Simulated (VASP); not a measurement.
# Fe (P6_3/mmc) in VASP: a series of runs

The runs below take Fe through single point, with revPBE.

Program: VASP 6.6.1. These are calculated values, not measurements. Logs are shortened: lines on timing, memory, paths and dates and some standing lists are left out, and cuts for length are marked.

### 1 The cell of the first run

It takes space group P6_3/mmc (No. 194, hexagonal). Conventional cell: a = 2.396 Å, b = 2.396 Å, c = 7.713 Å, α = 90.00°, β = 90.00°, γ = 120.00°. Within 3.1 Å of Fe (site symmetry -3m) lie 12 Fe at 2.37 to 2.40 Å. Fe (site symmetry -6m2) has 12 Fe at 2.37 to 2.40 Å within 3.1 Å.

This isn't the form of Fe at room conditions, which is bcc.

### 2 Single point, revPBE (9.59 Å³/atom)

File INCAR:

```
PREC = Accurate ; ENCUT = 520
EDIFF = 1E-6 ; ISMEAR = -1
SIGMA = 0.1 ; LREAL = F
LASPH = T ; NELM = 60
ALGO = Normal ; ISIF = 2
LWAVE = F ; LCHARG = T
GGA = RE ; LELF = T
LVHAR = T ; NBANDS = 24
```

File KPOINTS:

```
Automatic mesh
0
Gamma
  16 16 5
```

File POSCAR:

```
Fe
1.0
    2.3959491149      0.0000000000      0.0000000000
   -1.1979745575      2.0749527996      0.0000000000
    0.0000000000      0.0000000000      7.7126512598
Fe
4
Direct
    1.0000000000      1.0000000000      0.0000000000
    1.0000000000      1.0000000000      0.5000000000
    0.3333333333      0.6666666667      0.2500000000
    0.6666666667      0.3333333333      0.7500000000
```

Potentials or basis: VASP PAW PBE potentials, release 64 (Fe).

Run with:

```sh
$ cat potpaw_PBE.64/Fe/POTCAR > POTCAR
$ mpirun -np 1 vasp_std > vasp.out
```

OUTCAR:

```text
PREC = Accurate
   ENCUT = 520
   EDIFF = 1E-6
   ISMEAR = -1
   LREAL = F
   LASPH = T
   NELM = 60
   ISIF = 2
   GGA = RE

 ion  position               nearest neighbor table
   1  0.000  0.000  0.000-   3 2.37   4 2.37   3 2.37   4 2.37   4 2.37   3 2.37
   2  0.000  0.000  0.500-   3 2.37   4 2.37   3 2.37   4 2.37   4 2.37   3 2.37
   3  0.333  0.667  0.250-   1 2.37   2 2.37   1 2.37   2 2.37   1 2.37   2 2.37
   4  0.667  0.333  0.750-   1 2.37   2 2.37   1 2.37   2 2.37   1 2.37   2 2.37

  LATTYP: Found a hexagonal cell.
 ALAT       =     2.3959491149
 C/A-ratio  =     3.2190380054

  Lattice vectors:

 A1 = (   2.3959491149,   0.0000000000,   0.0000000000)
 A2 = (  -1.1979745575,   2.0749527996,   0.0000000000)
 A3 = (   0.0000000000,   0.0000000000,   7.7126512598)

Analysis of symmetry for initial positions (statically):
=====================================================================
 Subroutine PRICEL returns:
 Original cell was already a primitive cell.

 Routine SETGRP: Setting up the symmetry group for a
 hexagonal supercell.

 Subroutine GETGRP returns: Found 24 space group operations
 (whereof 12 operations were pure point group operations)
 out of a pool of 24 trial point group operations.

The static configuration has the point symmetry D_3d.
 The point group associated with its full space group is D_6h.

Analysis of symmetry for dynamics (positions and initial velocities):
=====================================================================
 Subroutine PRICEL returns:
 Original cell was already a primitive cell.

 Routine SETGRP: Setting up the symmetry group for a
 hexagonal supercell.

 Subroutine GETGRP returns: Found 24 space group operations
 (whereof 12 operations were pure point group operations)
 out of a pool of 24 trial point group operations.

The dynamic configuration has the point symmetry D_3d.
 The point group associated with its full space group is D_6h.

 Subroutine INISYM returns: Found 24 space group operations
 (whereof 12 operations are pure point group operations),
 and found     1 'primitive' translations

----------------------------------------------------------------------------------------

                                     Primitive cell

  volume of cell :      38.3433

  direct lattice vectors                    reciprocal lattice vectors
     2.395949115  0.000000000  0.000000000     0.417371134  0.240969337  0.000000000
    -1.197974558  2.074952800  0.000000000     0.000000000  0.481938674  0.000000000
     0.000000000  0.000000000  7.712651260     0.000000000  0.000000000  0.129657101

  length of vectors
     2.395949115  2.395949115  7.712651260     0.481938674  0.481938674  0.129657101

  position of ions in fractional coordinates (direct lattice)
     0.000000000  0.000000000  0.000000000
     0.000000000  0.000000000  0.500000000
     0.333333333  0.666666667  0.250000000
     0.666666667  0.333333333  0.750000000

  ion indices of the primitive-cell ions
   primitive index   ion index
                 1           1
                 2           2
                 3           3
                 4           4

----------------------------------------------------------------------------------------

 KPOINTS: Automatic mesh

Automatic generation of k-mesh.
 Grid dimensions read from file:
 generate k-points for:   16   16    5

 Generating k-lattice:

  Cartesian coordinates                     Fractional coordinates (reciprocal lattice)
     0.026085696  0.015060584  0.000000000     0.062500000  0.000000000  0.000000000
     0.000000000  0.030121167  0.000000000     0.000000000  0.062500000  0.000000000
     0.000000000  0.000000000  0.025931420     0.000000000  0.000000000  0.200000000

  Length of vectors
     0.030121167  0.030121167  0.025931420

  Shift w.r.t. Gamma in fractional coordinates (k-lattice)
     0.000000000  0.000000000  0.000000000

 Subroutine IBZKPT returns following result:
 ===========================================

 Found     90 irreducible k-points:

 Following reciprocal coordinates:
            Coordinates               Weight
  0.000000  0.000000  0.000000      1.000000
  0.062500  0.000000  0.000000      6.000000
  0.125000  0.000000  0.000000      6.000000
  0.187500  0.000000  0.000000      6.000000
  0.250000  0.000000  0.000000      6.000000
  0.312500  0.000000  0.000000      6.000000
[... 16 lines left out ...]
  0.187500  0.187500  0.000000      6.000000
  0.250000  0.187500  0.000000     12.000000
 [... further k-points ...]
   k-points           NKPTS =     90   k-points in BZ     NKDIM =     90   number of bands    NBANDS=     24
   number of dos      NEDOS =    301   number of ions     NIONS =      4
   total plane-waves  NPLWV =  19440
   dimension x,y,z NGX =    18 NGY =   18 NGZ =   60
   dimension x,y,z NGXF=    36 NGYF=   36 NGZF=  120
   ions per type =               4
   NGX,Y,Z   is equivalent  to a cutoff of  12.49, 12.49, 12.93 a.u.
   NGXF,Y,Z  is equivalent  to a cutoff of  24.98, 24.98, 25.87 a.u.
 SYSTEM =  unknown system
   PREC   = accura    normal or accurate (medium, high low for compatibility)
   ISTART =      0    job   : 0-new  1-cont  2-samecut
   ICHARG =      2    charge: 1-file 2-atom 10-const
   ISPIN  =      1    spin polarized calculation?
   LNONCOLLINEAR =      F non collinear calculations
   LSORBIT =      F    spin-orbit coupling
   LASPH  =      T    aspherical Exc in radial PAW
   ENCUT  =  520.0 eV  38.22 Ry    6.18 a.u.   4.45  4.45 14.34*2*pi/ulx,y,z
   NELM   =     60;   NELMIN=  2; NELMDL= -5     # of ELM steps
   EDIFF  = 0.1E-05   stopping-criterion for ELM
   LREAL  =      F    real-space projection
   EDIFFG = 0.1E-04   stopping-criterion for IOM
   NSW    =      0    number of steps for IOM
   IBRION =     -1    ionic relax: 0-MD 1-quasi-New 2-CG
   NFREE  =      0    steps in history (QN), initial steepest desc. (CG)
   ISIF   =      2    stress and relaxation
   ISYM   =      2    0-nonsym 1-usesym 2-fastsym
   POTIM  = 0.5000    time-step for ionic-motion
   TEBEG  =    0.0;   TEEND  =   0.0 temperature during run
   PSTRESS=    0.0 pullay stress
   NELECT =      32.0000    total number of electrons
   NUPDOWN=      -1.0000    fix difference up-down
   EMIN   =  10.00;   EMAX   =-10.00  energy-range for DOS
   EFERMI =   0.00;   METHOD = LEGACY
   ISMEAR =    -1;   SIGMA  =   0.10  broadening in eV -4-tet -1-fermi 0-gaus
   EFERMI_NEDOS =   21; number of points for ismear=-14 and -15
   IALGO  =     38    algorithm
   IMIX   =      4    mixing-type and parameters
     AMIX     =   0.40;   BMIX     =  1.00
     AMIX_MAG =   1.60;   BMIX_MAG =  1.00
  volume/ion in A,a.u.               =       9.59        64.69
  Fermi-wavevector in a.u.,A,eV,Ry     =   1.541328  2.912687 32.323240  2.375691
  Thomas-Fermi vector in A             =   2.647289
   LORBIT       =      0    0 simple, 1 ext, 2 COOP (PROOUT), +10 PAW based schemes
   GGA     = RE    functional components
   LHFCALC =     F    Hartree Fock is set to
   AEXX    =    0.0000 exact exchange contribution
   IVDW    =     0    specifies the selected vdW correction
   LEPSILON=     F    determine dielectric tensor
   LRPA    =     F    only Hartree local field effects (RPA)
 non-spin polarized calculation
  energy-cutoff  :      520.00
  volume of cell :       38.34
 maximum number of plane-waves:      1067
 NGX is ok and might be reduce to    18
   NGX =  9   NGY =  9   NGZ = 29

 number of electron      31.9999984 magnetization

 Free energy of the ion-electron system (eV)
  ---------------------------------------------------
  ext. energy  EPLUGINS =         0.00000000
  ---------------------------------------------------
  free energy    TOTEN  =       -30.48614620 eV

  energy without entropy =      -30.27885840  energy(sigma->0) =      -30.38250230

 E-fermi :   7.6977     XC(G=0): -14.0971

 val. band max:        7.6963579520   @ k =   0.2500   0.2500   0.0000
 cond. band min:       7.6985945687   @ k =   0.4375   0.1250   0.2000
 fundamental gap:      0.0022366167
 Fermi energy:         7.6977427604

 k-point     1 :       0.0000    0.0000    0.0000
  band No.  band energies     occupation
      1      -1.5612      2.00000
      2       0.9101      2.00000
      3       0.9157      2.00000
      4       2.4233      2.00000
      5       5.3776      2.00000
      6       5.3830      2.00000
[... 16 lines left out ...]
     23       8.6740      0.00012
     24       8.6740      0.00012

 k-point     2 :       0.0625    0.0000    0.0000
  band No.  band energies     occupation
      1      -1.4064      2.00000
      2       1.0414      2.00000
      3       1.0461      2.00000
      4       2.5321      2.00000
      5       5.2285      2.00000
      6       5.3089      2.00000
[... 16 lines left out ...]
     23       8.6859      0.00010
     24       9.5920      0.00000

 k-point     3 :       0.1250    0.0000    0.0000
  band No.  band energies     occupation
      1      -0.9534      2.00000
      2       1.4095      2.00000
      3       1.4114      2.00000
      4       2.8312      2.00000
      5       4.9290      2.00000
      6       5.1248      2.00000
[... 16 lines left out ...]
     23       8.7194      0.00007
     24      10.8963      0.00000

 k-point     4 :       0.1875    0.0000    0.0000
  band No.  band energies     occupation
      1      -0.2403      2.00000
      2       1.9177      2.00000
      3       1.9216      2.00000
      4       3.2246      2.00000
      5       4.6395      2.00000
      6       4.8633      2.00000
[... 16 lines left out ...]
     23       8.7659      0.00005
     24      12.3164      0.00000

 k-point     5 :       0.2500    0.0000    0.0000
  band No.  band energies     occupation
      1       0.6560      2.00000
      2       2.3689      2.00000
      3       2.3782      2.00000
      4       3.5029      2.00000
      5       4.4802      2.00000
      6       4.4851      2.00000
[... 16 lines left out ...]
     23       8.8928      0.00001
     24      13.8190      0.00000

 k-point     6 :       0.3125    0.0000    0.0000
  band No.  band energies     occupation
      1       1.5863      2.00000
      2       2.5522      2.00000
      3       2.5803      2.00000
      4       3.4726      2.00000
      5       4.1863      2.00000
      6       4.3396      2.00000
[... 16 lines left out ...]
     23       9.2455      0.00000
     24      15.3721      0.00000
[... 379 lines left out ...]
 k-point    21 :       0.3750    0.1250    0.0000
  band No.  band energies     occupation
      1       2.6353      2.00000
      2       2.6883      2.00000
      3       3.1266      2.00000
      4       3.6154      2.00000
      5       4.0554      2.00000
      6       4.0650      2.00000
[... 16 lines left out ...]
     23      11.4806      0.00000
     24      14.5417      0.00000

 k-point    22 :       0.4375    0.1250    0.0000
  band No.  band energies     occupation
      1       2.5856      2.00000
      2       2.6813      2.00000
      3       3.1151      2.00000
      4       3.6702      2.00000
      5       4.0657      2.00000
      6       4.0676      2.00000
[... 16 lines left out ...]
     23      12.4905      0.00000
     24      13.1489      0.00000

 k-point    23 :       0.1875    0.1875    0.0000
  band No.  band energies     occupation
      1       1.9237      2.00000
      2       2.9412      2.00000
      3       2.9549      2.00000
      4       3.9032      2.00000
      5       3.9549      2.00000
      6       4.1848      2.00000
[... 16 lines left out ...]
     23       9.8845      0.00000
     24      15.7865      0.00000

 k-point    24 :       0.2500    0.1875    0.0000
  band No.  band energies     occupation
      1       2.7527      2.00000
      2       3.0752      2.00000
      3       3.1275      2.00000
      4       3.7310      2.00000
      5       3.8136      2.00000
      6       4.2016      2.00000
[... 16 lines left out ...]
     23      10.7286      0.00000
     24      17.2463      0.00000

 [... further k-points ...]

------------------------ aborting loop because EDIFF is reached ----------------------------------------

  FORCE on cell =-STRESS in cart. coord.  units (eV):
  Direction    XX          YY          ZZ          XY          YZ          ZX
  --------------------------------------------------------------------------------------
  -------------------------------------------------------------------------------------
  Total        6.2933826      6.2933826      6.3633224     -0.0000000     -0.0000000      0.0000000
  in kB      262.9693985    262.9693985    265.8918341     -0.0000000     -0.0000000      0.0000000
  external PRESSURE =     263.9435437 kB  Pullay stress =       0.0000000 kB

 VOLUME and BASIS-vectors are now :
 -----------------------------------------------------------------------------
  energy-cutoff  :      520.00
  volume of cell :       38.34
      direct lattice vectors                 reciprocal lattice vectors
     2.395949115  0.000000000  0.000000000     0.417371134  0.240969337  0.000000000
    -1.197974558  2.074952800  0.000000000     0.000000000  0.481938674  0.000000000
     0.000000000  0.000000000  7.712651260     0.000000000  0.000000000  0.129657101

 POSITION                                       TOTAL-FORCE (eV/Angst)
 -----------------------------------------------------------------------------------
      0.00000      0.00000      0.00000         0.000000      0.000000      0.000000
      0.00000      0.00000      3.85633         0.000000      0.000000      0.000000
     -0.00000      1.38330      1.92816        -0.000000     -0.000000     -0.000000
      1.19797      0.69165      5.78449         0.000000      0.000000      0.000000
 -----------------------------------------------------------------------------------
    total drift:                                0.000000     -0.000000      0.000000

  FREE ENERGIE OF THE ION-ELECTRON SYSTEM (eV)
  ---------------------------------------------------
  free  energy   TOTEN  =       -30.4861462000 eV

  energy  without entropy=      -30.2788584019  energy(sigma->0) =      -30.38250230
```

Run time: 2.1 min. Hardware: 1 thread of Intel Xeon 8259CL, shared host; peak memory 0.19 GiB.

Results:

- Free energy: -30.4861 eV
- Pressure: 26.4 GPa
- Band gap on the k mesh: zero (bands 16 and 17 overlap by 1.89 eV)

Stress tensor (GPa, compression positive):
```
26.30  0.00  0.00
 0.00 26.30  0.00
 0.00  0.00 26.59
```

Caveat: the cell stands under pressure; the PAW data sets were made with another functional, which shifts forces and pressure a little; the run has no spin polarisation, though such a crystal can be magnetic. Spin polarisation is off, so any magnetic state and its effect on volume and gap are missing.

### 3 Single point, revPBE (11.67 Å³/atom)

This run uses another cell than the first one, of 11.67 Å³/atom.

File INCAR:

```
SYSTEM = Fe
  PREC = Accurate
  ENCUT = 520
  EDIFF = 1E-6
  ISMEAR = -1
  SIGMA = 0.1
  LREAL = .False.
  LASPH = .True.
  NELM = 80
  ALGO = Normal
  ISIF = 2
  LWAVE = .False.
  LCHARG = .False.
  GGA = RE
  NBANDS = 24
```

File KPOINTS:

```
Automatic mesh
0
Gamma
  16 16 5
  0 0 0
```

File POSCAR:

```
Fe
1.0
    2.5583167957      0.0000000000      0.0000000000
   -1.2791583979      2.2155673360      0.0000000000
    0.0000000000      0.0000000000      8.2353189953
Fe
4
Direct
    1.0000000000      1.0000000000      0.0000000000
    1.0000000000      1.0000000000      0.5000000000
    0.3333333333      0.6666666667      0.2500000000
    0.6666666667      0.3333333333      0.7500000000
```

Potentials or basis: VASP PAW PBE potentials, release 64 (Fe).

Run with:

```sh
$ cat potpaw_PBE.64/Fe/POTCAR > POTCAR
$ mpirun -np 1 vasp_std > vasp.out
```

Run time: 2.5 min. Hardware: 1 thread of Intel Xeon 8259CL, shared host; peak memory 0.22 GiB.

Results (log left out):

| Property | Result |
| --- | --- |
| Free energy | -30.3156 eV |
| Pressure | -23.7 GPa |
| Band gap on the k mesh | zero (bands 16 and 17 overlap by 1.46 eV) |

Stress tensor (GPa, compression positive):
```
-23.48   0.00   0.00
  0.00 -23.48   0.00
  0.00   0.00 -24.01
```

Levels at points of the mesh, in eV from the Fermi level:
```
           k point  band 13  band 14  band 15  band 16  band 17  band 18
(0.00, 0.00, 0.00)    -1.14    -1.08    -1.08    -0.38    -0.38    -0.01
(0.50, 0.00, 0.00)    -0.44     0.74     0.74     0.80     0.81     0.81
```

Caveat: the cell stands under tension; the PAW data sets were made with another functional, which shifts forces and pressure a little; the run has no spin polarisation, though such a crystal can be magnetic.

[end of part 1 of 2]
